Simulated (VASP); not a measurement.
A run of VASP 6.6.1 is set up as follows.

File INCAR:

```
PREC = Accurate ; ENCUT = 520
EDIFF = 1E-7 ; ISMEAR = 0
SIGMA = 0.1 ; LREAL = F
LASPH = T ; NELM = 60
ALGO = Normal ; ISIF = 2
LWAVE = F ; LCHARG = F
GGA = PE ; NBANDS = 30
```

File KPOINTS:

```
regular mesh
0
Gamma
  10 10 6
```

Contents of POSCAR:

```
GaTe3O2
1.0
    4.3039942836      0.0000000000      0.0000000000
    0.0000000000      4.3039942836      0.0000000000
    0.0000000000      0.0000000000      7.9962186055
Ga Te O
1 3 2
Direct
    0.0000000000      0.0000000000      0.0000000000
    0.0000000000      0.5000000000      0.5075480588
    0.5000000000      0.0000000000      0.4924519412
    0.5000000000      0.5000000000      0.0000000000
    0.0000000000      0.5000000000      0.7448014079
    0.5000000000      0.0000000000      0.2551985921
```

Potentials or basis: VASP PAW PBE potentials, release 64 (Ga_d, Te, O).

Run with:

```sh
$ cat potpaw_PBE.64/Ga_d/POTCAR potpaw_PBE.64/Te/POTCAR potpaw_PBE.64/O/POTCAR > POTCAR
$ mpirun -np 1 vasp_std > vasp.out
```

Q: Predict the pressure.

A: 0.1 GPa.

Q: Predict the band gap on the k mesh.

A: Zero (an odd number of electrons rules out a gap without spin polarisation).

Stress tensor (GPa, compression positive):
```
-0.04  0.00  0.00
 0.00 -0.04  0.00
 0.00  0.00  0.30
```

Caveat: spin-orbit coupling is left out, which moves the levels of the heavy elements; an odd number of electrons without spin polarisation forces a metal; a magnetic or distorted state may lie lower.
